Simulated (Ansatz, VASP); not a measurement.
**SrH2Os2: VASP beside Ansatz**

Contents of POSCAR:

```
SrH2Os2
1.0
    2.2297300000      3.8620020000      0.0000000000
   -2.2297300000      3.8620020000      0.0000000000
    0.0000000000      0.0000000000      4.6527080000
H Os Sr
2 2 1
Direct
    0.3333000000      0.3334000000      0.0976000000
    0.6667000000      0.6666000000      0.9024000000
    0.3333000000      0.3334000000      0.4589000000
    0.6667000000      0.6666000000      0.5411000000
    0.0000000000      0.0000000000      0.0000000000
```

Contents of INCAR.step1:

```
PREC     = Accurate       # precision mode
ENCUT    = 520            # plane-wave cutoff, eV
ISMEAR   = -5             # smearing method
SIGMA    = 0.1            # smearing width, eV
LREAL    = False          # projectors in reciprocal space
LASPH    = True           # aspherical terms in the spheres
NELM     = 80             # most SCF steps
NBANDS   = 22             # bands
GGA      = PE             # functional
ALGO     = Normal         # electronic algorithm
EDIFF    = 1E-4           # SCF threshold, eV
LWAVE    = True           # write WAVECAR
LCHARG   = False          # write CHGCAR
```

Contents of INCAR.step2:

```
PREC     = Accurate       # precision mode
ENCUT    = 520            # plane-wave cutoff, eV
EDIFF    = 1E-7           # SCF threshold, eV
ISMEAR   = -5             # smearing method
SIGMA    = 0.1            # smearing width, eV
LREAL    = False          # projectors in reciprocal space
LASPH    = True           # aspherical terms in the spheres
NELM     = 80             # most SCF steps
ALGO     = Normal         # electronic algorithm
ISIF     = 2              # what is computed and relaxed
LWAVE    = False          # write WAVECAR
LCHARG   = False          # write CHGCAR
METAGGA  = R2SCAN         # meta-GGA
LMIXTAU  = True         
NBANDS   = 22             # bands
ISTART   = 1
```

KPOINTS

```
regular mesh
0
Gamma
  7 7 6
```

Input for Ansatz:

```yaml
crystal:
  lattice:
    - [2.22973, 3.862002, 0.0]
    - [-2.22973, 3.862002, 0.0]
    - [0.0, 0.0, 4.652708]
  atoms:
    - { symbol: H, position: [0.3333, 0.3334, 0.0976] }
    - { symbol: H, position: [0.6667, 0.6666, 0.9024] }
    - { symbol: Os, position: [0.3333, 0.3334, 0.4589] }
    - { symbol: Os, position: [0.6667, 0.6666, 0.5411] }
    - { symbol: Sr, position: [0.0, 0.0, 0.0] }
  symmetry: { tolerance: 0.0003 }
kpoints:
  mp_grid: { grid: [7, 7, 6], shift: [0, 0, 0] }
  band_path:
    path:
      - [0.0, 0.0, 0.0]
      - [0.49999991, 0.50000003, 0.0]
      - [0.33333327, 0.66666678, 0.0]
      - [0.0, 0.0, 0.0]
      - [0.0, 0.0, 0.5]
      - [0.49999991, 0.50000003, 0.5]
      - [0.33333327, 0.66666678, 0.5]
      - [0.0, 0.0, 0.5]
      - [0.49999991, 0.50000003, 0.5]
      - [0.49999991, 0.50000003, 0.0]
      - [0.33333327, 0.66666678, 0.5]
    npoints: 6
magnetization:
  spin_polarized: false
scf:
  occupations: { method: tetrahedron }
  lower_state_search: "off"
  max_iter: 200
hamiltonian:
  pseudopotentials: { kind: paw }
  xc: r2scan
basis:
  ecutwfc: 500
  fft_grid_basis: typed
output:
  forces: true
  stress: true
  eigenvalues: true
  bader: true
  populations: true
  elf: true
  write_potential: true
  volumetric_format: npy
  dos:
    e_range: [-12, 8]
    de: 0.05
    projected: { site_lists: { H: [H], Os: [Os], Sr: [Sr] } }
checkpoint:
  read: saved_state
```

Alike in both runs: task single point; functional r2SCAN; k mesh 7 × 7 × 6; occupations tetrahedron; no spin polarisation.

```csv
,VASP,Ansatz
version,VASP 6.6.1,Ansatz 0.2.0
potentials or method,"VASP PAW PBE potentials, release 64 (H, Os, Sr_sv), cutoff 520 eV",PAW plane waves
valence electrons in the cell,28,44
```

|  | VASP | Ansatz | Ansatz less VASP |
| --- | --- | --- | --- |
| pressure (GPa) | -11.2 | -11.2 | -0.06 |
| traceless stress, the component that is largest in VASP (GPa) | 7.24 | 7.13 | -0.111 |
| rms of the force components (eV/Å) | 0.551 | 0.577 | +0.0256 |

VASP's potentials were made for PBE, not for r2SCAN. Atom by atom the forces differ by 0.026 eV/Å (rms over components). VASP's potentials hold 28 valence electrons a cell and Ansatz's 44, so a difference there can come from the potentials and not from the codes. Ansatz's warnings: band table not solved further, product built on unsolved table, structure snapped to symmetry, tetrahedron derivatives may miss energy slope.

Spin-orbit coupling is off throughout.
